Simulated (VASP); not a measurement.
A run of VASP 6.6.1 is set up as follows.

INCAR

```
PREC     = Accurate       # precision mode
ENCUT    = 520            # plane-wave cutoff, eV
EDIFF    = 1E-6           # SCF threshold, eV
ISMEAR   = 0              # smearing method
SIGMA    = 0.05           # smearing width, eV
LREAL    = F              # projectors in reciprocal space
LASPH    = T              # aspherical terms in the spheres
NELM     = 80             # most SCF steps
ALGO     = Normal         # electronic algorithm
ISIF     = 2              # what is computed and relaxed
LWAVE    = F              # write WAVECAR
LCHARG   = F              # write CHGCAR
GGA      = CA             # functional
NBANDS   = 35             # bands
```

File KPOINTS:

```
Automatic mesh
0
Gamma
  6 6 8
```

POSCAR

```
SnO2
1.0
    4.7767255581      0.0000000000      0.0000000000
    0.0000000000      4.7773123567      0.0000000000
    0.0000000000      0.0000000000      3.2271818729
Sn O
2 4
Direct
    0.5000000000      0.5000000000      0.5000000000
    0.0000000000      0.0000000000      0.0000000000
    0.3059833077      0.3580510778      0.0000000000
    0.8059833077      0.1419489222      0.5000000000
    0.1940166923      0.8580510778      0.5000000000
    0.6940166923      0.6419489222      0.0000000000
```

Potentials or basis: VASP PAW LDA potentials, release 64 (Sn_d, O).

The run is started by

```bash
$ cat potpaw_LDA.64/Sn_d/POTCAR potpaw_LDA.64/O/POTCAR > POTCAR
$ mpirun -np 1 vasp_std > vasp.out
```

Task: Estimate the pressure.

Result: 5.0 GPa.

Task: Predict the largest force.

Result: 3.967 eV/Å.

Task: Estimate the band gap on the k mesh.

Result: 1.26 eV.

Stress tensor (GPa, compression positive):
```
 8.74  0.00  0.00
 0.00 -2.15  0.00
 0.00  0.00  8.31
```

Caveat: the cell differs from its parent crystal (atoms shifted along a free coordinate); the stress differs along the axes, from -2 to 9 GPa; spin-orbit coupling is left out, which moves the levels of the heavy elements; forces of over 1 eV/Å act on the atoms, so gaps and moduli don't describe the material at rest.
